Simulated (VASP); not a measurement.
# K2S (Fm-3m) in VASP: notebook, part 2 of 2

VASP 6.6.1. The steps go on from the part before.

## Step 3: Single point, r2SCAN

This run uses another cell than the first one, of 33.84 Å³/atom.

POSCAR reads:

```
K2S
1.0
    0.0000000000      3.7027186719      3.7027186719
    3.7027186719      0.0000000000      3.7027186719
    3.7027186719      3.7027186719      0.0000000000
K S
2 1
Direct
    0.2500000000      0.2500000000      0.2500000000
    0.7500000000      0.7500000000      0.7500000000
    0.0000000000      0.0000000000      0.0000000000
```

INCAR.step1 reads:

```
PREC = Accurate
ENCUT = 550
ISMEAR = 0
SIGMA = 0.01
LREAL = False
LASPH = True
NELM = 120
NBANDS = 19
GGA = PE
ALGO = Normal
EDIFF = 1E-5
LWAVE = True
LCHARG = False
GGA_COMPAT = False
```

INCAR.step2 reads:

```
PREC = Accurate
ENCUT = 550
EDIFF = 1E-6
ISMEAR = 0
SIGMA = 0.01
LREAL = False
LASPH = True
NELM = 120
ALGO = Normal
ISIF = 2
LWAVE = False
LCHARG = False
METAGGA = R2SCAN
LMIXTAU = True
NBANDS = 19
ISTART = 1
GGA_COMPAT = False
```

KPOINTS reads:

```
regular mesh
0
Gamma
  6 6 6
```

Potentials or basis: VASP PAW PBE potentials, release 64 (K_sv, S).

Run with:

```bash
$ cat potpaw_PBE.64/K_sv/POTCAR potpaw_PBE.64/S/POTCAR > POTCAR
$ cp INCAR.step1 INCAR
$ mpirun -np 1 vasp_std > vasp.out
$ cp INCAR.step2 INCAR
$ mpirun -np 1 vasp_std > vasp.out
```

OUTCAR:

```text
PREC = Accurate
   ENCUT = 550
   EDIFF = 1E-6
   ISMEAR = 0
   LREAL = False
   LASPH = True
   NELM = 120
   ISIF = 2
   METAGGA = R2SCAN
   ISTART = 1

 ion  position               nearest neighbor table
   1  0.250  0.250  0.250-   3 3.21   3 3.21   3 3.21   3 3.21   2 3.70   2 3.70   2 3.70   2 3.70
                             2 3.70   2 3.70
   2  0.750  0.750  0.750-   3 3.21   3 3.21   3 3.21   3 3.21   1 3.70   1 3.70   1 3.70   1 3.70
                             1 3.70   1 3.70
   3  0.000  0.000  0.000-   1 3.21   2 3.21   2 3.21   2 3.21   2 3.21   1 3.21   1 3.21   1 3.21

  LATTYP: Found a face centered cubic cell.
 ALAT       =     7.4054373438

  Lattice vectors:

 A1 = (   0.0000000000,   3.7027186719,   3.7027186719)
 A2 = (   3.7027186719,   0.0000000000,   3.7027186719)
 A3 = (   3.7027186719,   3.7027186719,   0.0000000000)

Analysis of symmetry for initial positions (statically):
=====================================================================
 Subroutine PRICEL returns:
 Original cell was already a primitive cell.

 Routine SETGRP: Setting up the symmetry group for a
 face centered cubic supercell.

 Subroutine GETGRP returns: Found 48 space group operations
 (whereof 48 operations were pure point group operations)
 out of a pool of 48 trial point group operations.

The static configuration has the point symmetry O_h .

Analysis of symmetry for dynamics (positions and initial velocities):
=====================================================================
 Subroutine PRICEL returns:
 Original cell was already a primitive cell.

 Routine SETGRP: Setting up the symmetry group for a
 face centered cubic supercell.

 Subroutine GETGRP returns: Found 48 space group operations
 (whereof 48 operations were pure point group operations)
 out of a pool of 48 trial point group operations.

The dynamic configuration has the point symmetry O_h .

 Subroutine INISYM returns: Found 48 space group operations
 (whereof 48 operations are pure point group operations),
 and found     1 'primitive' translations

----------------------------------------------------------------------------------------

                                     Primitive cell

  volume of cell :     101.5295

  direct lattice vectors                    reciprocal lattice vectors
     0.000000000  3.702718672  3.702718672    -0.135035914  0.135035914  0.135035914
     3.702718672  0.000000000  3.702718672     0.135035914 -0.135035914  0.135035914
     3.702718672  3.702718672  0.000000000     0.135035914  0.135035914 -0.135035914

  length of vectors
     5.236434963  5.236434963  5.236434963     0.233889064  0.233889064  0.233889064

  position of ions in fractional coordinates (direct lattice)
     0.250000000  0.250000000  0.250000000
     0.750000000  0.750000000  0.750000000
     0.000000000  0.000000000  0.000000000

  ion indices of the primitive-cell ions
   primitive index   ion index
                 1           1
                 2           2
                 3           3

----------------------------------------------------------------------------------------

 KPOINTS: regular mesh

Automatic generation of k-mesh.
 Grid dimensions read from file:
 generate k-points for:    6    6    6

 Generating k-lattice:

  Cartesian coordinates                     Fractional coordinates (reciprocal lattice)
    -0.022505986  0.022505986  0.022505986     0.166666667  0.000000000  0.000000000
     0.022505986 -0.022505986  0.022505986     0.000000000  0.166666667  0.000000000
     0.022505986  0.022505986 -0.022505986     0.000000000  0.000000000  0.166666667

  Length of vectors
     0.038981511  0.038981511  0.038981511

  Shift w.r.t. Gamma in fractional coordinates (k-lattice)
     0.000000000  0.000000000  0.000000000

 Subroutine IBZKPT returns following result:
 ===========================================

 Found     16 irreducible k-points:

 Following reciprocal coordinates:
            Coordinates               Weight
  0.000000  0.000000  0.000000      1.000000
  0.166667  0.000000  0.000000      8.000000
  0.333333  0.000000  0.000000      8.000000
  0.500000  0.000000  0.000000      4.000000
  0.166667  0.166667  0.000000      6.000000
  0.333333  0.166667  0.000000     24.000000
[... 8 lines left out ...]
 -0.333333  0.333333  0.166667     24.000000
 -0.333333  0.500000  0.166667     12.000000
   k-points           NKPTS =     16   k-points in BZ     NKDIM =     16   number of bands    NBANDS=     19
   number of dos      NEDOS =    301   number of ions     NIONS =      3
   total plane-waves  NPLWV =  64000
   dimension x,y,z NGX =    40 NGY =   40 NGZ =   40
   dimension x,y,z NGXF=    80 NGYF=   80 NGZF=   80
   ions per type =               2   1
   NGX,Y,Z   is equivalent  to a cutoff of  12.70, 12.70, 12.70 a.u.
   NGXF,Y,Z  is equivalent  to a cutoff of  25.40, 25.40, 25.40 a.u.
 SYSTEM =  unknown system
   PREC   = accura    normal or accurate (medium, high low for compatibility)
   ISTART =      1    job   : 0-new  1-cont  2-samecut
   ICHARG =      0    charge: 1-file 2-atom 10-const
   ISPIN  =      1    spin polarized calculation?
   LNONCOLLINEAR =      F non collinear calculations
   LSORBIT =      F    spin-orbit coupling
   LASPH  =      T    aspherical Exc in radial PAW
   ENCUT  =  550.0 eV  40.42 Ry    6.36 a.u.  10.01 10.01 10.01*2*pi/ulx,y,z
   NELM   =    120;   NELMIN=  2; NELMDL=  0     # of ELM steps
   EDIFF  = 0.1E-05   stopping-criterion for ELM
   LREAL  =      F    real-space projection
   EDIFFG = 0.1E-04   stopping-criterion for IOM
   NSW    =      0    number of steps for IOM
   IBRION =     -1    ionic relax: 0-MD 1-quasi-New 2-CG
   NFREE  =      0    steps in history (QN), initial steepest desc. (CG)
   ISIF   =      2    stress and relaxation
   ISYM   =      2    0-nonsym 1-usesym 2-fastsym
   POTIM  = 0.5000    time-step for ionic-motion
   TEBEG  =    0.0;   TEEND  =   0.0 temperature during run
   PSTRESS=    0.0 pullay stress
   NELECT =      24.0000    total number of electrons
   NUPDOWN=      -1.0000    fix difference up-down
   EMIN   =  10.00;   EMAX   =-10.00  energy-range for DOS
   EFERMI =   0.00;   METHOD = LEGACY
   ISMEAR =     0;   SIGMA  =   0.01  broadening in eV -4-tet -1-fermi 0-gaus
   EFERMI_NEDOS =   21; number of points for ismear=-14 and -15
   IALGO  =     38    algorithm
   IMIX   =      4    mixing-type and parameters
     AMIX     =   0.40;   BMIX     =  1.00
     AMIX_MAG =   1.60;   BMIX_MAG =  1.00
  volume/ion in A,a.u.               =      33.84       228.38
  Fermi-wavevector in a.u.,A,eV,Ry     =   1.012235  1.912846 13.940787  1.024619
  Thomas-Fermi vector in A             =   2.145332
   LORBIT       =      0    0 simple, 1 ext, 2 COOP (PROOUT), +10 PAW based schemes
   METAGGA = R2SCAN    functional components
   LHFCALC =     F    Hartree Fock is set to
   AEXX    =    0.0000 exact exchange contribution
   IVDW    =     0    specifies the selected vdW correction
   LEPSILON=     F    determine dielectric tensor
   LRPA    =     F    only Hartree local field effects (RPA)
 non-spin polarized calculation
 Gauss-broadening in eV      SIGMA  =   0.01
  energy-cutoff  :      550.00
  volume of cell :      101.53
 maximum number of plane-waves:      2988
   NGX = 21   NGY = 21   NGZ = 21

 number of electron      23.9999996 magnetization

 Free energy of the ion-electron system (eV)
  ---------------------------------------------------
  ext. energy  EPLUGINS =         0.00000000
  ---------------------------------------------------
  free energy    TOTEN  =       -23.81364841 eV

  energy without entropy =      -23.81364841  energy(sigma->0) =      -23.81364841

 E-fermi :  -0.5291     XC(G=0):  -7.7102

 val. band max:       -0.6096150827   @ k =   0.5000   0.5000   0.0000
 cond. band min:       2.1499543199   @ k =   0.0000   0.0000   0.0000
 fundamental gap:      2.7595694026
 Fermi energy:        -0.5290858922

 k-point     1 :       0.0000    0.0000    0.0000
  band No.  band energies     occupation
      1     -31.0670      2.00000
      2     -30.9871      2.00000
      3     -13.8861      2.00000
      4     -13.8861      2.00000
      5     -13.8861      2.00000
      6     -13.6551      2.00000
[... 11 lines left out ...]
     18       7.3905      0.00000
     19       8.4771      0.00000
[... 313 lines left out ...]
      3     -14.0780      2.00000
      4     -13.9659      2.00000
      5     -13.8676      2.00000
      6     -13.7035      2.00000
[... 11 lines left out ...]
     18       7.4862      0.00000
     19       7.9083      0.00000

------------------------ aborting loop because EDIFF is reached ----------------------------------------

  FORCE on cell =-STRESS in cart. coord.  units (eV):
  Direction    XX          YY          ZZ          XY          YZ          ZX
  --------------------------------------------------------------------------------------
  -------------------------------------------------------------------------------------
  Total        0.0125033      0.0125033      0.0125033      0.0000000     -0.0000000     -0.0000000
  in kB        0.1973070      0.1973070      0.1973070      0.0000000     -0.0000000     -0.0000000
  external PRESSURE =       0.1973070 kB  Pullay stress =       0.0000000 kB

 VOLUME and BASIS-vectors are now :
 -----------------------------------------------------------------------------
  energy-cutoff  :      550.00
  volume of cell :      101.53
      direct lattice vectors                 reciprocal lattice vectors
     0.000000000  3.702718672  3.702718672    -0.135035914  0.135035914  0.135035914
     3.702718672  0.000000000  3.702718672     0.135035914 -0.135035914  0.135035914
     3.702718672  3.702718672  0.000000000     0.135035914  0.135035914 -0.135035914

 POSITION                                       TOTAL-FORCE (eV/Angst)
 -----------------------------------------------------------------------------------
      1.85136      1.85136      1.85136        -0.000000     -0.000000     -0.000000
      5.55408      5.55408      5.55408         0.000000      0.000000      0.000000
      0.00000      0.00000      0.00000         0.000000      0.000000     -0.000000
 -----------------------------------------------------------------------------------
    total drift:                               -0.000000     -0.000000      0.000000

  FREE ENERGIE OF THE ION-ELECTRON SYSTEM (eV)
  ---------------------------------------------------
  free  energy   TOTEN  =       -23.8136484126 eV

  energy  without entropy=      -23.8136484126  energy(sigma->0) =      -23.81364841
```

Run time: 2.8 min. Hardware: 1 thread of Intel Xeon Platinum 8175M at 2.50GHz (Skylake/Cascade Lake), shared host; peak memory 0.26 GiB.

Results:

```
Free energy            : -23.8136 eV
Pressure               : 0.0 GPa
Band gap on the k mesh : 2.76 eV (least direct gap 2.95 eV)
```

Caveat: the PAW data sets were made with another functional, which shifts forces and pressure a little.

## Step 4: Single point, r2SCAN

This run uses another cell than the first one, of 33.84 Å³/atom.

POSCAR is that of step 3.

INCAR.step1 reads:

```
SYSTEM = K2S
PREC = Accurate
ENCUT = 550
ISMEAR = 0
SIGMA = 0.01
LREAL = .False.
LASPH = .True.
NELM = 120
NBANDS = 19
GGA = PE
ALGO = Normal
EDIFF = 1E-5
LWAVE = .True.
LCHARG = .False.
GGA_COMPAT = .False.
```

INCAR.step2 reads:

```
SYSTEM = K2S
PREC = Accurate
ENCUT = 550
EDIFF = 1E-6
ISMEAR = 0
SIGMA = 0.01
LREAL = .False.
LASPH = .True.
NELM = 120
ALGO = Normal
ISIF = 2
LWAVE = .False.
LCHARG = .False.
METAGGA = R2SCAN
LMIXTAU = .True.
NBANDS = 19
ISTART = 1
GGA_COMPAT = .False.
```

KPOINTS reads:

```
Automatic mesh
0
Gamma
  6 6 6
  0 0 0
```

Run with:

```bash
$ cat potpaw_PBE.64/K_sv/POTCAR potpaw_PBE.64/S/POTCAR > POTCAR
$ cp INCAR.step1 INCAR
$ mpirun -np 1 vasp_std > vasp.out
$ cp INCAR.step2 INCAR
$ mpirun -np 1 vasp_std > vasp.out
```

Run time: 2.8 min. Hardware: 1 thread of Intel Xeon Platinum 8175M at 2.50GHz (Skylake/Cascade Lake), shared host; peak memory 0.26 GiB.

Results (log left out):

- Free energy: -23.8136 eV
- Pressure: 0.0 GPa
- Band gap on the k mesh: 2.76 eV (least direct gap 2.95 eV)

Levels at points of the mesh, in eV from the valence-band top:
```
           k point  band 9  band 10  band 11  band 12  band 13  band 14  band 15  band 16
(0.00, 0.00, 0.00)  -10.04    -0.19    -0.19    -0.19     2.76     5.95     5.95     8.00
(0.50, 0.00, 0.00)   -9.84    -0.60    -0.06    -0.06     4.95     5.61     6.26     6.26
(0.50, 0.50, 0.00)   -9.79    -0.71     0.00     0.00     3.71     5.90     7.18     7.20
```

Caveat: the PAW data sets were made with another functional, which shifts forces and pressure a little. r2SCAN opens gaps a little over a GGA but as a rule still falls short of measured ones.

## Step 5: Single point, r2SCAN (34.86 Å³/atom)

This run uses another cell than the first one, of 34.86 Å³/atom.

POSCAR reads:

```
K2S
1.0
    0.0000000000      3.7393816371      3.7393816371
    3.7393816371      0.0000000000      3.7393816371
    3.7393816371      3.7393816371      0.0000000000
K S
2 1
Direct
    0.2500000000      0.2500000000      0.2500000000
    0.7500000000      0.7500000000      0.7500000000
    0.0000000000      0.0000000000      0.0000000000
```

INCAR.step1 reads:

```
PREC = Accurate ; ENCUT = 550
ISMEAR = 0 ; SIGMA = 0.01
LREAL = False ; LASPH = True
NELM = 120 ; NBANDS = 19
GGA = PE ; ALGO = Normal
EDIFF = 1E-5 ; LWAVE = True
LCHARG = False ; GGA_COMPAT = False
```

INCAR.step2 reads:

```
PREC = Accurate ; ENCUT = 550
EDIFF = 1E-6 ; ISMEAR = 0
SIGMA = 0.01 ; LREAL = False
LASPH = True ; NELM = 120
ALGO = Normal ; ISIF = 2
LWAVE = False ; LCHARG = False
METAGGA = R2SCAN ; LMIXTAU = True
NBANDS = 19 ; ISTART = 1
GGA_COMPAT = False
```

KPOINTS reads:

```
Automatic mesh
0
Gamma
  6 6 6
```

Run with:

```bash
$ cat potpaw_PBE.64/K_sv/POTCAR potpaw_PBE.64/S/POTCAR > POTCAR
$ cp INCAR.step1 INCAR
$ mpirun -np 1 vasp_std > vasp.out
$ cp INCAR.step2 INCAR
$ mpirun -np 1 vasp_std > vasp.out
```

It took 3.2 min on 1 thread of Intel Xeon Platinum 8175M at 2.50GHz (Skylake/Cascade Lake), shared host; peak memory 0.26 GiB.

Results (log left out):

* Free energy: -23.8092 eV
* Pressure: -0.5 GPa
* Band gap on the k mesh: 2.68 eV (least direct gap 2.85 eV)

Levels at points of the mesh, in eV from the valence-band top:
```
           k point  band 10  band 11  band 12  band 13  band 14  band 15
(0.00, 0.00, 0.00)    -0.17    -0.17    -0.17     2.68     5.94     5.94
(0.50, 0.00, 0.00)    -0.58    -0.05    -0.05     4.89     5.47     6.21
(0.50, 0.50, 0.00)    -0.68     0.00     0.00     3.70     5.84     7.03
```

Caveat: the PAW data sets were made with another functional, which shifts forces and pressure a little. r2SCAN opens gaps a little over a GGA but as a rule still falls short of measured ones.

## Step 6: Single point, r2SCAN (35.87 Å³/atom)

This run uses another cell than the first one, of 35.87 Å³/atom.

POSCAR reads:

```
K2S
1.0
    0.0000000000      3.7753394356      3.7753394356
    3.7753394356      0.0000000000      3.7753394356
    3.7753394356      3.7753394356      0.0000000000
K S
2 1
Direct
    0.2500000000      0.2500000000      0.2500000000
    0.7500000000      0.7500000000      0.7500000000
    0.0000000000      0.0000000000      0.0000000000
```

INCAR.step1 reads:

```
SYSTEM = K2S
PREC = Accurate ; ENCUT = 550
ISMEAR = 0 ; SIGMA = 0.01
LREAL = .FALSE. ; LASPH = .TRUE.
NELM = 120 ; NBANDS = 19
GGA = PE ; ALGO = Normal
EDIFF = 1E-5 ; LWAVE = .TRUE.
LCHARG = .FALSE. ; GGA_COMPAT = .FALSE.
```

INCAR.step2 reads:

```
SYSTEM = K2S
PREC = Accurate ; ENCUT = 550
EDIFF = 1E-6 ; ISMEAR = 0
SIGMA = 0.01 ; LREAL = .FALSE.
LASPH = .TRUE. ; NELM = 120
ALGO = Normal ; ISIF = 2
LWAVE = .FALSE. ; LCHARG = .FALSE.
METAGGA = R2SCAN ; LMIXTAU = .TRUE.
NBANDS = 19 ; ISTART = 1
GGA_COMPAT = .FALSE.
```

KPOINTS reads:

```
Automatic mesh
0
G
  6 6 6
  0 0 0
```

Potentials or basis: VASP PAW PBE potentials, release 64 (K_sv, S).

Run with:

```bash
$ cat potpaw_PBE.64/K_sv/POTCAR potpaw_PBE.64/S/POTCAR > POTCAR
$ cp INCAR.step1 INCAR
$ mpirun -np 1 vasp_std > vasp.out
$ cp INCAR.step2 INCAR
$ mpirun -np 1 vasp_std > vasp.out
```

It took 4.4 min on 1 thread of Intel Xeon Platinum 8175M at 2.50GHz (Skylake/Cascade Lake), shared host; peak memory 0.29 GiB.

It converged, with:

- Free energy: -23.7948 eV
- Pressure: -1.0 GPa
- Band gap on the k mesh: 2.61 eV (least direct gap 2.76 eV)

Levels at points of the mesh, in eV from the valence-band top:
```csv
k point,band 8,band 9,band 10,band 11,band 12,band 13,band 14,band 15,band 16,band 17
"(0.00, 0.00, 0.00)",-13.18,-10.00,-0.14,-0.14,-0.14,2.61,5.93,5.93,7.80,7.80
"(0.50, 0.00, 0.00)",-13.28,-9.84,-0.57,-0.04,-0.04,4.84,5.34,6.16,6.16,8.10
"(0.50, 0.50, 0.00)",-13.13,-9.80,-0.65,0.00,0.00,3.68,5.78,6.88,7.13,7.92
```

Caveat: the PAW data sets were made with another functional, which shifts forces and pressure a little. A k mesh can miss the band edges.

## Step 7: Overview

| cell | gap on the mesh (eV) | pressure (GPa) |
| --- | --- | --- |
| a = 5.184 Å, angles 60.0°, 3 atoms | 2.83 | 0.7 |
| a = 5.236 Å, angles 60.0°, 3 atoms | 2.76 | 0.0 |
| a = 5.288 Å, angles 60.0°, 3 atoms | 2.68 | -0.5 |
| a = 5.339 Å, angles 60.0°, 3 atoms | 2.61 | -1.0 |

Alike in all rows: task single point; level r2SCAN; potentials or basis VASP PAW PBE potentials, release 64 (K_sv, S); no spin polarisation; k mesh 6 × 6 × 6; cutoff (eV) 550; smearing gaussian 0.01 eV.

Caveats: the PAW data sets were made with another functional, which shifts forces and pressure a little.

Total energies depend on the potentials used, so only differences within one code and one set of settings carry meaning.
